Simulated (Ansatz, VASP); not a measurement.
**K: VASP beside Ansatz**

The input INCAR:

```
PREC = Accurate
ENCUT = 520
EDIFF = 1E-7
ISMEAR = -1
SIGMA = 0.1
LREAL = False
LASPH = True
NELM = 100
ALGO = Normal
ISIF = 2
LWAVE = False
LCHARG = False
GGA = PS
NBANDS = 16
```

File KPOINTS:

```
Automatic mesh
0
Gamma
  8 6 8
```

The input POSCAR:

```
K
1.0
   -3.2915455456      3.2915455456      0.0000000000
    0.0000000000      0.0000000000      6.5830910912
    3.2915455456      3.2915455456      0.0000000000
K
2
Direct
    0.0000000000      0.0000000000      0.0000000000
    0.5000000000      0.5000000000      0.5000000000
```

Input for Ansatz:

```yaml
crystal:
  lattice:
    - [-3.2915455456, 3.2915455456, 0.0]
    - [0.0, 0.0, 6.5830910912]
    - [3.2915455456, 3.2915455456, 0.0]
  atoms:
    - { symbol: K, position: [0.0, 0.0, 0.0] }
    - { symbol: K, position: [0.5, 0.5, 0.5] }
kpoints:
  mp_grid: { grid: [8, 6, 8] }
scf:
  occupations: { method: fermi_dirac, width: 0.1 }
hamiltonian:
  xc: pbesol
  pseudopotentials: { kind: all_electron, lapw: { basis_error: 0.001 } }
output:
  forces: true
  stress: true
  eigenvalues: true
```

Alike in both runs: task single point; functional PBEsol; k mesh 8 × 6 × 8; occupations fermi-dirac, width 0.1 eV; no spin polarisation.

|  | VASP | Ansatz |
| --- | --- | --- |
| version | VASP 6.6.1 | Ansatz 0.2.0 |
| potentials or method | VASP PAW PBE potentials, release 64 (K_sv), cutoff 520 eV | all-electron LAPW, scalar-relativistic |

|  | VASP | Ansatz | Ansatz less VASP |
| --- | --- | --- | --- |
| pressure (GPa) | 0.0 | 0.0 | +0.01 |

VASP's potentials were made for PBE, not for PBEsol. Ansatz ran all-electron here, and VASP with PAW potentials.
